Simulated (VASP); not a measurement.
# MoH5 (P4mm) in VASP: notebook, part 2 of 2

VASP 6.6.1. Earlier steps stand in the parts before.

## 3. Single point, PBE

This run uses another cell than the first one, of 11.38 Å³/atom, 1.189 times its volume.

File INCAR:

```
SYSTEM = MoH5
PREC = Accurate
ENCUT = 520
EDIFF = 1E-7
ISMEAR = 0
SIGMA = 0.1
LREAL = .FALSE.
LASPH = .TRUE.
NELM = 60
ALGO = Normal
ISIF = 2
LWAVE = .FALSE.
LCHARG = .FALSE.
GGA = PE
NBANDS = 18
```

File KPOINTS:

```
Automatic mesh
0
G
  6 6 4
  0 0 0
```

File POSCAR:

```
MoH5
1.0
    3.7067389000      0.0000000000      0.0000000000
    0.0000000000      3.7067389000      0.0000000000
    0.0000000000      0.0000000000      4.9712583400
H Mo
5 1
Direct
    0.3489060900      0.0000000000      0.5454677300
    0.6510939100      0.0000000000      0.5454677300
    0.0000000000      0.3489060900      0.5454677300
    0.0000000000      0.6510939100      0.5454677300
    0.5000000000      0.5000000000      0.7357092000
    0.5000000000      0.5000000000      0.1278882800
```

Potentials or basis: VASP PAW PBE potentials, release 64 (H, Mo_sv).

Launch:

```sh
cat potpaw_PBE.64/H/POTCAR potpaw_PBE.64/Mo_sv/POTCAR > POTCAR
mpirun -np 1 vasp_std > vasp.out
```

OUTCAR:

```text
SYSTEM = MoH5
   PREC = Accurate
   ENCUT = 520
   EDIFF = 1E-7
   ISMEAR = 0
   LREAL = .FALSE.
   LASPH = .TRUE.
   NELM = 60
   ISIF = 2
   GGA = PE

 ion  position               nearest neighbor table
   1  0.349  0.000  0.545-
   2  0.651  0.000  0.545-
   3  0.000  0.349  0.545-
   4  0.000  0.651  0.545-
   5  0.500  0.500  0.736-   6 1.95
   6  0.500  0.500  0.128-   5 1.95

  LATTYP: Found a simple tetragonal cell.
 ALAT       =     3.7067389000
 C/A-ratio  =     1.3411406830

  Lattice vectors:

 A1 = (   3.7067389000,   0.0000000000,   0.0000000000)
 A2 = (   0.0000000000,   3.7067389000,   0.0000000000)
 A3 = (   0.0000000000,   0.0000000000,   4.9712583400)

Analysis of symmetry for initial positions (statically):
=====================================================================
 Subroutine PRICEL returns:
 Original cell was already a primitive cell.

 Routine SETGRP: Setting up the symmetry group for a
 simple tetragonal supercell.

 Subroutine GETGRP returns: Found  8 space group operations
 (whereof  8 operations were pure point group operations)
 out of a pool of 16 trial point group operations.

The static configuration has the point symmetry C_4v.

Analysis of symmetry for dynamics (positions and initial velocities):
=====================================================================
 Subroutine PRICEL returns:
 Original cell was already a primitive cell.

 Routine SETGRP: Setting up the symmetry group for a
 simple tetragonal supercell.

 Subroutine GETGRP returns: Found  8 space group operations
 (whereof  8 operations were pure point group operations)
 out of a pool of 16 trial point group operations.

The dynamic configuration has the point symmetry C_4v.

 Subroutine INISYM returns: Found  8 space group operations
[... 126 lines left out ...]
  volume/ion in A,a.u.               =      11.38        76.82
  Fermi-wavevector in a.u.,A,eV,Ry     =   1.068667  2.019489 15.538536  1.142050
  Thomas-Fermi vector in A             =   2.204323
   LORBIT       =      0    0 simple, 1 ext, 2 COOP (PROOUT), +10 PAW based schemes
   GGA     = PE    functional components
   LHFCALC =     F    Hartree Fock is set to
   AEXX    =    0.0000 exact exchange contribution
   IVDW    =     0    specifies the selected vdW correction
   LEPSILON=     F    determine dielectric tensor
   LRPA    =     F    only Hartree local field effects (RPA)
 non-spin polarized calculation
 Gauss-broadening in eV      SIGMA  =   0.10
  energy-cutoff  :      520.00
  volume of cell :       68.30
 maximum number of plane-waves:      1864
 NGX is ok and might be reduce to    28
   NGX = 13   NGY = 13   NGZ = 19

 number of electron      19.0000002 magnetization

 Free energy of the ion-electron system (eV)
  ---------------------------------------------------
  ext. energy  EPLUGINS =         0.00000000
  ---------------------------------------------------
  free energy    TOTEN  =       -18.85750765 eV

  energy without entropy =      -18.82469531  energy(sigma->0) =      -18.84110148

 E-fermi :   1.1336     XC(G=0):  -8.4838

 val. band max:        1.1310176058   @ k =   0.1667   0.0000   0.5000
 cond. band min:       1.1515166435   @ k =   0.5000   0.0000   0.2500
 fundamental gap:      0.0204990377
 Fermi energy:         1.1335604216

 k-point     1 :       0.0000    0.0000    0.0000
  band No.  band energies     occupation
      1     -60.1185      2.00000
      2     -34.2022      2.00000
      3     -34.1074      2.00000
      4     -34.1074      2.00000
      5      -7.6475      2.00000
      6      -1.7768      2.00000
[... 481 lines left out ...]
      5      -5.3933      2.00000
      6      -4.9814      2.00000
[... 10 lines left out ...]
     17      11.9112      0.00000
     18      11.9474      0.00000

 [... further k-points ...]

------------------------ aborting loop because EDIFF is reached ----------------------------------------

  FORCE on cell =-STRESS in cart. coord.  units (eV):
  Direction    XX          YY          ZZ          XY          YZ          ZX
  --------------------------------------------------------------------------------------
  -------------------------------------------------------------------------------------
  Total       -8.1539933     -8.1539933     -6.6612950      0.0000000     -0.0000000      0.0000000
  in kB     -191.2628434   -191.2628434   -156.2496049      0.0000000     -0.0000000      0.0000000
  external PRESSURE =    -179.5917639 kB  Pullay stress =       0.0000000 kB

 VOLUME and BASIS-vectors are now :
 -----------------------------------------------------------------------------
  energy-cutoff  :      520.00
  volume of cell :       68.30
      direct lattice vectors                 reciprocal lattice vectors
     3.706738900  0.000000000  0.000000000     0.269778915  0.000000000  0.000000000
     0.000000000  3.706738900  0.000000000     0.000000000  0.269778915  0.000000000
     0.000000000  0.000000000  4.971258340     0.000000000  0.000000000  0.201156313

 POSITION                                       TOTAL-FORCE (eV/Angst)
 -----------------------------------------------------------------------------------
      1.29330      0.00000      2.71166         2.750137     -0.000000     -0.417575
      2.41344      0.00000      2.71166        -2.750137     -0.000000     -0.417575
      0.00000      1.29330      2.71166        -0.000000      2.750137     -0.417575
      0.00000      2.41344      2.71166        -0.000000     -2.750137     -0.417575
      1.85337      1.85337      3.65740        -0.000000     -0.000000      2.387863
      1.85337      1.85337      0.63577         0.000000     -0.000000     -0.717563
 -----------------------------------------------------------------------------------
    total drift:                                0.000000     -0.000000      0.000268

  FREE ENERGIE OF THE ION-ELECTRON SYSTEM (eV)
  ---------------------------------------------------
  free  energy   TOTEN  =       -18.8575076475 eV

  energy  without entropy=      -18.8246953122  energy(sigma->0) =      -18.84110148
```

OSZICAR:

```text
N       E                     dE             d eps       ncg     rms          rms(c)
DAV:   1     0.877613696593E+02    0.87761E+02   -0.10640E+04  1264   0.902E+02
DAV:   2    -0.184954458977E+02   -0.10626E+03   -0.10406E+03  1378   0.233E+02
DAV:   3    -0.210173031106E+02   -0.25219E+01   -0.24754E+01  1236   0.330E+01
DAV:   4    -0.210329530524E+02   -0.15650E-01   -0.15633E-01  1210   0.277E+00
DAV:   5    -0.210330602243E+02   -0.10717E-03   -0.10717E-03  1156   0.240E-01    0.844E+00
DAV:   6    -0.198585730900E+02    0.11745E+01   -0.16656E+01  1126   0.183E+01    0.679E+00
DAV:   7    -0.189105065032E+02    0.94807E+00   -0.28984E+00  1134   0.974E+00    0.157E+00
DAV:   8    -0.188625134407E+02    0.47993E-01   -0.12589E-01  1142   0.201E+00    0.718E-01
DAV:   9    -0.188579070917E+02    0.46063E-02   -0.21993E-02  1154   0.825E-01    0.263E-01
DAV:  10    -0.188574985451E+02    0.40855E-03   -0.26444E-03  1132   0.361E-01    0.699E-02
DAV:  11    -0.188574848217E+02    0.13723E-04   -0.50519E-04  1122   0.140E-01    0.309E-02
DAV:  12    -0.188575078367E+02   -0.23015E-04   -0.78501E-05  1150   0.525E-02    0.111E-02
DAV:  13    -0.188575071510E+02    0.68575E-06   -0.15638E-05  1152   0.187E-02    0.393E-03
DAV:  14    -0.188575076378E+02   -0.48676E-06   -0.11925E-06  1158   0.840E-03    0.135E-03
DAV:  15    -0.188575076475E+02   -0.97334E-08   -0.17661E-07  1026   0.236E-03
   1 F= -.18857508E+02 E0= -.18841101E+02  d E =-.328123E-01
```

It took 25 s on 1 thread of AMD EPYC 7R13 (Zen 3), shared host; peak memory 0.16 GiB.

Results:

| Item | Value |
| --- | --- |
| Free energy | -18.8575 eV |
| Pressure | -18.0 GPa |
| Largest force | 2.782 eV/Å |

Forces on the atoms (eV/Å):
```
H    2.750  0.000 -0.418
H   -2.750  0.000 -0.418
H    0.000  2.750 -0.418
H    0.000 -2.750 -0.418
H    0.000  0.000  2.388
Mo   0.000  0.000 -0.718
```

Stress tensor (GPa, compression positive):
```
-19.13   0.00   0.00
  0.00 -19.13   0.00
  0.00   0.00 -15.62
```

Levels at points of the mesh, in eV from the Fermi level:
| k point | band 6 | band 7 | band 8 | band 9 | band 10 | band 11 | band 12 | band 13 |
| --- | --- | --- | --- | --- | --- | --- | --- | --- |
| (0.00, 0.00, 0.00) | -2.91 | -2.28 | -0.99 | -0.44 | 0.17 | 0.17 | 0.63 | 2.56 |
| (0.50, 0.00, 0.00) | -6.48 | -1.94 | -0.59 | -0.37 | -0.01 | 0.30 | 1.77 | 2.73 |
| (0.50, 0.50, 0.00) | -5.32 | -3.43 | -2.30 | -0.32 | -0.32 | 0.21 | 1.07 | 2.20 |
| (0.00, 0.00, 0.50) | -3.02 | -2.71 | -1.45 | -0.80 | -0.06 | -0.06 | 0.63 | 3.23 |
| (0.50, 0.00, 0.50) | -6.11 | -2.14 | -0.99 | 0.05 | 0.18 | 0.20 | 1.41 | 1.56 |
| (0.50, 0.50, 0.50) | -5.41 | -2.45 | -1.86 | -0.51 | 0.32 | 0.36 | 0.36 | 1.07 |

Caveat: forces of over 1 eV/Å act on the atoms, so gaps and moduli don't describe the material at rest.

## 4. Single point, PBE

This run uses another cell than the first one, of 9.80 Å³/atom, 1.023 times its volume.

File INCAR:

```
PREC     = Accurate       # precision mode
ENCUT    = 520            # plane-wave cutoff, eV
EDIFF    = 1E-6           # SCF threshold, eV
ISMEAR   = 0              # smearing method
SIGMA    = 0.1            # smearing width, eV
LREAL    = False          # projectors in reciprocal space
LASPH    = True           # aspherical terms in the spheres
NELM     = 100            # most SCF steps
ALGO     = Normal         # electronic algorithm
ISIF     = 2              # what is computed and relaxed
LWAVE    = False          # write WAVECAR
LCHARG   = True           # write CHGCAR
GGA      = PE             # functional
LELF     = True           # ELF
LVHAR    = True         
NBANDS   = 18             # bands
```

File KPOINTS:

```
Automatic mesh
0
Gamma
  14 14 6
```

File POSCAR:

```
MoH5
1.0
    2.7399650391      0.0000000000      0.0000000000
    0.0000000000      2.7399650391      0.0000000000
    0.0000000000      0.0000000000      7.8311745975
H Mo
5 1
Direct
    0.3663808012      0.0000000000      0.5306052532
    0.6336191988      0.0000000000      0.5306052532
    0.0000000000      0.3663808012      0.5306052532
    0.0000000000      0.6336191988      0.5306052532
    0.5000000000      0.5000000000      0.8550810141
    0.5000000000      0.5000000000      0.0679663732
```

Potentials or basis: VASP PAW PBE potentials, release 64 (H, Mo_sv).

Launch:

```sh
cat potpaw_PBE.64/H/POTCAR potpaw_PBE.64/Mo_sv/POTCAR > POTCAR
mpirun -np 1 vasp_std > vasp.out
```

OUTCAR:

```text
PREC = Accurate
   ENCUT = 520
   EDIFF = 1E-6
   ISMEAR = 0
   LREAL = False
   LASPH = True
   NELM = 100
   ISIF = 2
   GGA = PE

 ion  position               nearest neighbor table
   1  0.366  0.000  0.531-   2 0.73
   2  0.634  0.000  0.531-   1 0.73
   3  0.000  0.366  0.531-   4 0.73
   4  0.000  0.634  0.531-   3 0.73
   5  0.500  0.500  0.855-   6 1.67
   6  0.500  0.500  0.068-   5 1.67

[... 709 lines left out ...]
  --------------------------------------------------------------------------------------
  -------------------------------------------------------------------------------------
  Total       -0.0370749     -0.0370749     -0.0463232      0.0000000      0.0000000     -0.0000000
  in kB       -1.0103541     -1.0103541     -1.2623848      0.0000000      0.0000000     -0.0000000
  external PRESSURE =      -1.0943643 kB  Pullay stress =       0.0000000 kB

 VOLUME and BASIS-vectors are now :
 -----------------------------------------------------------------------------
  energy-cutoff  :      520.00
  volume of cell :       58.79
      direct lattice vectors                 reciprocal lattice vectors
     2.739965039  0.000000000  0.000000000     0.364968160  0.000000000  0.000000000
     0.000000000  2.739965039  0.000000000     0.000000000  0.364968160  0.000000000
     0.000000000  0.000000000  7.831174597     0.000000000  0.000000000  0.127694765

 POSITION                                       TOTAL-FORCE (eV/Angst)
 -----------------------------------------------------------------------------------
      1.00387      0.00000      4.15526         0.009286      0.000000     -0.000125
      1.73609      0.00000      4.15526        -0.009286      0.000000     -0.000125
      0.00000      1.00387      4.15526         0.000000      0.009286     -0.000125
      0.00000      1.73609      4.15526        -0.000000     -0.009286     -0.000125
      1.36998      1.36998      6.69629        -0.000000      0.000000     -0.002059
      1.36998      1.36998      0.53226        -0.000000      0.000000      0.002559
 -----------------------------------------------------------------------------------
    total drift:                               -0.000000      0.000000      0.000560

  FREE ENERGIE OF THE ION-ELECTRON SYSTEM (eV)
  ---------------------------------------------------
  free  energy   TOTEN  =       -23.6743935274 eV

  energy  without entropy=      -23.6613279369  energy(sigma->0) =      -23.66786073
```

OSZICAR:

```text
N       E                     dE             d eps       ncg     rms          rms(c)
DAV:   1     0.107114409142E+03    0.10711E+03   -0.10674E+04  5688   0.916E+02
DAV:   2    -0.229511319741E+02   -0.13007E+03   -0.12641E+03  6546   0.258E+02
DAV:   3    -0.257086899085E+02   -0.27576E+01   -0.27354E+01  5992   0.365E+01
DAV:   4    -0.257217142930E+02   -0.13024E-01   -0.13021E-01  6002   0.284E+00
DAV:   5    -0.257218287347E+02   -0.11444E-03   -0.11444E-03  5830   0.251E-01    0.112E+01
DAV:   6    -0.240162510129E+02    0.17056E+01   -0.28524E+00  5566   0.114E+01    0.419E+00
DAV:   7    -0.237446241529E+02    0.27163E+00   -0.28148E-01  5830   0.298E+00    0.210E+00
DAV:   8    -0.236865773384E+02    0.58047E-01   -0.14645E-01  6024   0.182E+00    0.491E-01
DAV:   9    -0.236758486677E+02    0.10729E-01   -0.50071E-03  5720   0.389E-01    0.319E-01
DAV:  10    -0.236745890546E+02    0.12596E-02   -0.65083E-03  5854   0.573E-01    0.212E-01
DAV:  11    -0.236742593493E+02    0.32971E-03   -0.87953E-04  5770   0.177E-01    0.778E-02
DAV:  12    -0.236743811493E+02   -0.12180E-03   -0.31894E-04  5402   0.117E-01    0.123E-02
DAV:  13    -0.236743898426E+02   -0.86933E-05   -0.14317E-05  5970   0.270E-02    0.558E-03
DAV:  14    -0.236743942292E+02   -0.43866E-05   -0.48946E-06  5468   0.159E-02    0.473E-03
DAV:  15    -0.236743935274E+02    0.70180E-06   -0.56879E-07  4844   0.456E-03
   1 F= -.23674394E+02 E0= -.23667861E+02  d E =-.130656E-01
```

stdout:

```text
POSCAR found type information on POSCAR H Mo
 POSCAR found :  2 types and       6 ions
 scaLAPACK will be used
 LDA part: xc-table for (Slater+PW92), standard interpolation
 POSCAR, INCAR and KPOINTS ok, starting setup
 FFT: planning ... GRIDC
 FFT: planning ... GRID_SOFT
 FFT: planning ... GRID
 WAVECAR not read
 entering main loop
```

It took 98 s on 1 thread of AMD EPYC 7R13 (Zen 3), shared host; peak memory 0.23 GiB.

Results:

* Free energy: -23.6744 eV
* Pressure: -0.1 GPa
* Largest force: 0.009 eV/Å

Forces in eV/Å, atoms in the order of the input:
```
H    0.009  0.000  0.000
H   -0.009  0.000  0.000
H    0.000  0.009  0.000
H    0.000 -0.009  0.000
H    0.000  0.000 -0.002
Mo   0.000  0.000  0.003
```

## 5. Relaxation of cell and atoms, PBE

This run uses another cell than the first one, of 11.38 Å³/atom, 1.189 times its volume.

File INCAR:

```
SYSTEM = MoH5
PREC = Accurate
ENCUT = 600
EDIFF = 1E-6
ISMEAR = 0
SIGMA = 0.1
LREAL = .FALSE.
LASPH = .TRUE.
NELM = 80
ALGO = Normal
ISIF = 3
LWAVE = .FALSE.
LCHARG = .FALSE.
GGA = PE
IBRION = 2
NSW = 90
EDIFFG = -0.04
```

File KPOINTS:

```
Automatic mesh
0
G
  6 6 4
  0 0 0
```

File POSCAR:

```
MoH5
1.0
    3.7067389000      0.0000000000      0.0000000000
    0.0000000000      3.7067389000      0.0000000000
    0.0000000000      0.0000000000      4.9712583400
H Mo
5 1
Direct
    0.3489060900      0.0000000000      0.5454677300
    0.6510939100      0.0000000000      0.5454677300
    0.0000000000      0.3489060900      0.5454677300
    0.0000000000      0.6510939100      0.5454677300
    0.5000000000      0.5000000000      0.7357092000
    0.5000000000      0.5000000000      0.1278882800
```

Launch:

```sh
cat potpaw_PBE.64/H/POTCAR potpaw_PBE.64/Mo_sv/POTCAR > POTCAR
mpirun -np 1 vasp_std > vasp.out
```

It took 6.2 min on 1 thread of AMD EPYC 7R13 (Zen 3), shared host; peak memory 0.19 GiB.

The run converged. Its results:

| Property | Result |
| --- | --- |
| Free energy | -23.6451 eV |
| Relaxed volume | 8.60 Å³/atom |
| Relaxed cell | a = 2.733 Å, b = 2.733 Å, c = 6.910 Å, α = 90.00°, β = 90.00°, γ = 90.00° |
| Space group after relaxing (to 0.05 Å) | P4mm (No. 99) |
| Energy gained by relaxing | 797.8 meV/atom |
| Ionic steps | 23 |
| Pressure after relaxing | 0.0 GPa |
| Largest force after relaxing | 0.018 eV/Å |

Forces in eV/Å, atoms in the order of the input:
```
H    0.000  0.000 -0.001
H    0.000  0.000 -0.001
H    0.000  0.000 -0.001
H    0.000  0.000 -0.001
H    0.000  0.000  0.018
Mo   0.000  0.000 -0.012
```

Stress tensor (GPa, compression positive):
```
 0.17  0.00  0.00
 0.00  0.17  0.00
 0.00  0.00 -0.21
```

The path:
| step | energy change (eV) | largest force (eV/Å) | pressure (GPa) | volume (Å³) |
| --- | --- | --- | --- | --- |
| 1 | 0.0000 | 2.7809 | -17.89 | 68.30 |
| 2 | -2.5774 | 0.9388 | -8.93 | 56.49 |
| 3 | -2.6761 | 1.3210 | -4.37 | 54.16 |
| 4 | -2.6818 | 0.7663 | -5.60 | 54.72 |
| 5 | -3.0192 | 0.4506 | -6.15 | 51.24 |
| 6 | -3.7633 | 0.8931 | -1.55 | 41.40 |
| 7 | 0.6387 | 2.4669 | 132.89 | 24.47 |
| 8 | -3.8238 | 0.9665 | 5.20 | 40.33 |
| 9 | -3.4340 | 1.1718 | 33.19 | 31.97 |
| 10 | -3.8818 | 1.0165 | 10.00 | 38.07 |
| 11 | -4.0346 | 0.9932 | 5.06 | 37.81 |
| 12 | -4.0374 | 0.8324 | 5.50 | 37.85 |
| 13 | -4.2113 | 1.0936 | 4.68 | 38.47 |
| 14 | -4.3858 | 1.6797 | 5.85 | 40.00 |
| 15 | -4.5738 | 0.9145 | 5.47 | 41.81 |
| 16 | -4.6657 | 0.2660 | 6.40 | 43.56 |
| 17 | -4.6694 | 0.9093 | 7.09 | 44.39 |
| 18 | -4.7659 | 0.3545 | 2.55 | 48.28 |
| 19 | -4.7861 | 0.0897 | 0.31 | 50.94 |
| 20 | -4.7866 | 0.0966 | -0.04 | 51.42 |
| 21 | -4.7866 | 0.0998 | -0.14 | 51.57 |
| 22 | -4.7851 | 0.2407 | 0.49 | 51.67 |
| 23 | -4.7869 | 0.0178 | 0.04 | 51.60 |

Final structure:
```xyz
6
Lattice="2.7326 0.0000 0.0000 0.0000 2.7326 0.0000 0.0000 0.0000 6.9104" Properties=species:S:1:pos:R:3 pbc="T T T"
H     0.9987    0.0000    3.6701
H     1.7339    0.0000    3.6701
H     0.0000    0.9987    3.6701
H     0.0000    1.7339    3.6701
H     1.3663    1.3663    5.8022
Mo    1.3663    1.3663    0.5627
```

Levels at points of the mesh, in eV from the Fermi level:
```csv
k point,band 7,band 8,band 9,band 10,band 11,band 12
"(0.00, 0.00, 0.00)",-3.38,-2.56,0.07,0.09,2.31,2.31
"(0.50, 0.00, 0.00)",-2.42,-1.93,-1.76,1.35,2.39,2.71
"(0.50, 0.50, 0.00)",-3.14,-1.57,-0.64,-0.64,1.01,5.32
"(0.00, 0.00, 0.50)",-3.31,-2.56,0.06,1.01,2.31,2.31
"(0.50, 0.00, 0.50)",-2.61,-1.95,-1.67,1.35,2.16,2.71
"(0.50, 0.50, 0.50)",-3.14,-1.54,-0.60,-0.60,0.98,4.67
```

Caveat: the volume moved by over 15 % at a fixed basis, so the end points are rough.

## 6. Overview

```tsv
task	cell	k mesh	cutoff (eV)	gap on the mesh (eV)	pressure (GPa)	largest force (eV/Å)
single point	a = 2.727, b = 2.727, c = 7.726 Å, 6 atoms	6 × 6 × 4	520	none	-0.1	0.01
single point	a = 3.707, b = 3.707, c = 4.971 Å, 6 atoms	6 × 6 × 4	520	none	-18.0	2.78
single point	a = 2.740, b = 2.740, c = 7.831 Å, 6 atoms	14 × 14 × 6	520	none	-0.1	0.01
relaxation of cell and atoms	relaxed from a = 3.707, b = 3.707, c = 4.971 Å, 6 atoms	6 × 6 × 4	600	none	0.0	0.02
```

Alike in all rows: level PBE; potentials or basis VASP PAW PBE potentials, release 64 (H, Mo_sv); no spin polarisation; smearing gaussian 0.1 eV.

Caveats: some runs use coarse meshes; forces of over 1 eV/Å act on the atoms, so gaps and moduli don't describe the material at rest (some runs); the volume moved by over 15 % at a fixed basis, so the end points are rough (some runs).

Total energies depend on the potentials used, so only differences within one code and one set of settings carry meaning.
